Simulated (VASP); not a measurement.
Write the native input for VASP 6.6.1 that does the following.

- Task: single point
- Functional: r2SCAN
- Potentials or basis: VASP PAW PBE potentials, release 64 (Ba_sv, Be)
- Cutoff: 520 eV
- k mesh: 6 × 6 × 6
- Occupations: gaussian, width 0.1 eV
- Spin: no spin polarisation
- Dipole correction: no
- Further INCAR settings: ALGO = Normal; EDIFF = 1e-06; NBANDS = 18

The system is Ba2Be.

```xyz
3
Lattice="-2.3698 2.3698 3.8867 2.3698 -2.3698 3.8867 2.3698 2.3698 -3.8867" Properties=species:S:1:pos:R:3 pbc="T T T"
Ba    0.0000    0.0000    4.6097
Ba    0.0000    0.0000    3.1638
Be    0.0000    0.0000    0.0000
```

These files were run (other wordings do the same):

POSCAR

```
Ba2Be
1.0
   -2.3698172867      2.3698172867      3.8867440333
    2.3698172867     -2.3698172867      3.8867440333
    2.3698172867      2.3698172867     -3.8867440333
Ba Be
2 1
Direct
    0.5930000000      0.5930000000      0.0000000000
    0.4070000000      0.4070000000      0.0000000000
    0.0000000000      0.0000000000      0.0000000000
```

INCAR.step1

```
SYSTEM = Ba2Be
PREC = Accurate
ENCUT = 520
ISMEAR = 0
SIGMA = 0.1
LREAL = .False.
LASPH = .True.
NELM = 100
NBANDS = 18
GGA = PE
ALGO = Normal
EDIFF = 1E-4
LWAVE = .True.
LCHARG = .False.
```

INCAR.step2

```
SYSTEM = Ba2Be
PREC = Accurate
ENCUT = 520
EDIFF = 1E-6
ISMEAR = 0
SIGMA = 0.1
LREAL = .False.
LASPH = .True.
NELM = 100
ALGO = Normal
ISIF = 2
LWAVE = .False.
LCHARG = .False.
METAGGA = R2SCAN
LMIXTAU = .True.
NBANDS = 18
ISTART = 1
```

KPOINTS

```
Automatic mesh
0
Gamma
  6 6 6
  0 0 0
```

Potentials or basis: VASP PAW PBE potentials, release 64 (Ba_sv, Be).

Command:

```sh
$ cat potpaw_PBE.64/Ba_sv/POTCAR potpaw_PBE.64/Be/POTCAR > POTCAR
$ cp INCAR.step1 INCAR
$ mpirun -np 1 vasp_std > vasp.out
$ cp INCAR.step2 INCAR
$ mpirun -np 1 vasp_std > vasp.out
```

Results of the run:

The pressure is 223.0 GPa, the largest force is 263.510 eV/Å and the band gap on the k mesh is zero (band 11 reaches 3.01 eV, above the bottom of band 12 at 2.73 eV).

Caveat: the PAW data sets were made with another functional, which shifts forces and pressure a little; spin-orbit coupling is left out, which moves the levels of the heavy elements.

Wall time 84 s on 1 thread of Intel(R) Xeon(R) 6975P-C (Granite Rapids), on a shared host, peak memory 0.27 GiB.
